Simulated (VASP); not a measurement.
# AlNi: single point with r2SCAN

Crystal: AlNi.

```
Al Ni
1.0
    -2.02239    2.02217    0.00000
     2.02239    2.02217    2.87002
     2.02239    2.02217   -2.87002
Al Ni
2 2
Cartesian
  -1.9017 2.1498 -0.1424
  -0.1207 3.9167 0.1424
  2.1803 3.9850 -1.5179
  -0.1580 2.0815 -1.3521
```

| Property | Result |
| --- | --- |
| Program | VASP 6.6.1 |
| Task | single point |
| Functional | r2SCAN |
| Potentials or basis | VASP PAW PBE potentials, release 64 (Al, Ni) |
| Cutoff | 520 eV |
| k mesh | 12 × 8 × 8 |
| Occupations | gaussian, width 0.15 eV |
| Spin | no spin polarisation |

The pressure is 13.5 GPa. The largest force is 3.908 eV/Å and the band gap on the k mesh is zero (bands 13 and 14 overlap by 3.29 eV).

Forces on the atoms (eV/Å):
```
Al  -2.468 -1.857  2.394
Al   2.468  1.857 -2.394
Ni  -2.517 -0.041  2.151
Ni   2.517  0.041 -2.151
```

Stress tensor (GPa, compression positive):
```
20.26  0.67 -9.22
 0.67  7.37  1.75
-9.22  1.75 12.84
```

Levels at points of the mesh, in eV from the Fermi level:
```tsv
k point	band 9	band 10	band 11	band 12	band 13	band 14	band 15	band 16	band 17	band 18
(0.00, 0.00, 0.00)	-2.31	-1.96	-1.72	-1.65	-1.22	1.46	2.72	6.03	6.34	6.49
(0.50, 0.00, 0.00)	-1.73	-1.22	-1.17	-0.80	1.83	2.12	2.41	4.47	4.58	4.72
(0.00, 0.50, 0.00)	-2.34	-2.30	-1.95	-1.94	1.25	1.40	2.76	2.81	8.52	8.61
(0.00, 0.00, 0.50)	-2.32	-2.18	-2.06	-1.91	0.43	1.91	2.87	3.04	8.08	9.21
(0.50, 0.50, 0.00)	-2.05	-2.02	-1.42	-1.36	-0.70	-0.67	4.88	4.91	5.91	6.05
(0.50, 0.00, 0.50)	-2.12	-2.03	-1.70	-1.35	-0.80	-0.50	4.56	4.74	6.35	6.36
(0.00, 0.50, 0.50)	-2.46	-2.43	-1.78	-1.78	-0.78	-0.76	8.68	8.80	10.23	10.43
(0.50, 0.50, 0.50)	-2.41	-2.39	-1.97	-1.92	-1.15	-1.14	1.65	1.72	2.67	2.68
```

Wall time 6.2 min on 1 thread of Intel(R) Xeon(R) 6975P-C (Granite Rapids) (shared host), peak memory 0.42 GiB.

Caveat: the stress differs along the axes, from 7 to 20 GPa; the PAW data sets were made with another functional, which shifts forces and pressure a little. Spin polarisation is off, so any magnetic state and its effect on volume and gap are missing.
